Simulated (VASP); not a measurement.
Si: single point with PBEsol

Crystal: Si.

```xyz
4
Lattice="-3.3031 3.3031 1.9095 3.3031 -3.3031 1.9095 3.3031 3.3031 -1.9095" Properties=species:S:1:pos:R:3 pbc="T T T"
Si   -2.1219    2.1219    1.9095
Si    2.1219   -2.1219    1.9095
Si    2.1219    2.1219    1.9095
Si    1.1812    1.1812    0.0000
```

```yaml
Program: VASP 6.6.1
Task: single point
Functional: PBEsol
Potentials_or_basis: VASP PAW PBE potentials, release 64 (Si)
Cutoff: 520 eV
k_mesh: 8 × 8 × 8
Occupations: fermi-dirac, width 0.05 eV
Spin: no spin polarisation
Dipole_correction: no
Further_INCAR_settings: ALGO = Normal; EDIFF = 1e-06; NBANDS = 16
```

- Pressure: 1.6 GPa
- Largest force: 0.018 eV/Å
- Band gap on the k mesh: 0.15 eV (least direct gap 0.26 eV)

Forces in eV/Å, atoms in the order of the input:
```
Si   0.013 -0.013  0.000
Si  -0.013  0.013  0.000
Si  -0.013 -0.013  0.000
Si   0.013  0.013  0.000
```

Levels at points of the mesh, in eV from the valence-band top:
| k point | band 6 | band 7 | band 8 | band 9 | band 10 | band 11 |
| --- | --- | --- | --- | --- | --- | --- |
| (0.00, 0.00, 0.00) | -1.52 | -1.52 | -0.59 | 1.34 | 1.58 | 1.58 |
| (0.50, 0.00, 0.00) | -3.62 | -2.46 | -1.46 | 0.71 | 2.33 | 2.92 |
| (0.50, 0.50, 0.00) | -2.06 | -1.97 | -1.67 | 1.55 | 1.82 | 1.89 |
| (0.50, 0.50, 0.50) | -0.22 | 0.00 | 0.00 | 0.26 | 3.42 | 3.48 |

It took 55 s on 1 thread of Intel(R) Xeon(R) Platinum 8488C (Sapphire Rapids), on a shared host, peak memory 0.24 GiB.

Caveat: the PAW data sets were made with another functional, which shifts forces and pressure a little. A k mesh can miss the band edges.
